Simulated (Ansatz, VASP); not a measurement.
## Two plane-wave programs on Ta

Contents of INCAR:

```
SYSTEM = Ta
ALGO = Normal ; EDIFF = 1E-6
ENCUT = 520 ; GGA = PS
ISIF = 2 ; ISMEAR = 0
LASPH = .True. ; LCHARG = .False.
LREAL = .False. ; LWAVE = .False.
NBANDS = 12 ; NELM = 100
PREC = Accurate ; SIGMA = 0.15
```

The input KPOINTS:

```
k-points
0
Gamma
  22 22 22
  0 0 0
```

Contents of POSCAR:

```
Ta
1.0
   -1.6618069548      1.6618069548      1.6618069548
    1.6618069548     -1.6618069548      1.6618069548
    1.6618069548      1.6618069548     -1.6618069548
Ta
1
Direct
    0.0000000000      0.0000000000      0.0000000000
```

Input for Ansatz:

```yaml
crystal:
  lattice:
    - [-1.6618069548, 1.6618069548, 1.6618069548]
    - [1.6618069548, -1.6618069548, 1.6618069548]
    - [1.6618069548, 1.6618069548, -1.6618069548]
  atoms:
    - { symbol: Ta, position: [0.0, 0.0, 0.0] }
basis:
  ecutwfc: 420
kpoints:
  mp_grid: { grid: [22, 22, 22] }
hamiltonian:
  xc: pbesol
  pseudopotentials: { kind: paw, azcp: { folder: soft_1 } }
scf:
  occupations: { method: gaussian, width: 0.15 }
output:
  forces: true
  stress: true
  eigenvalues: true
```

Alike in both runs: task single point; functional PBEsol; k mesh 22 × 22 × 22; occupations gaussian, width 0.15 eV; no spin polarisation.

|  | VASP | Ansatz |
| --- | --- | --- |
| version | VASP 6.6.1 | Ansatz 0.2.0 |
| potentials or method | VASP PAW PBE potentials, release 64 (Ta_pv), cutoff 520 eV | scalar-relativistic, plane waves, PAW |
| valence electrons in the cell | 11 | 13 |

```tsv
	VASP	Ansatz	Ansatz less VASP
gap on the k mesh at the Fermi level (eV)	none	none	-
pressure (GPa)	-7.2	-7.3	-0.11
```

VASP's potentials were made for PBE, not for PBEsol, and Ansatz warns of the same on its side. A gap of «none» marks a metal or a gap that the smearing closes. VASP's potentials hold 11 valence electrons a cell and Ansatz's 13, so a difference there can come from the potentials and not from the codes.

Spin-orbit coupling is off throughout.
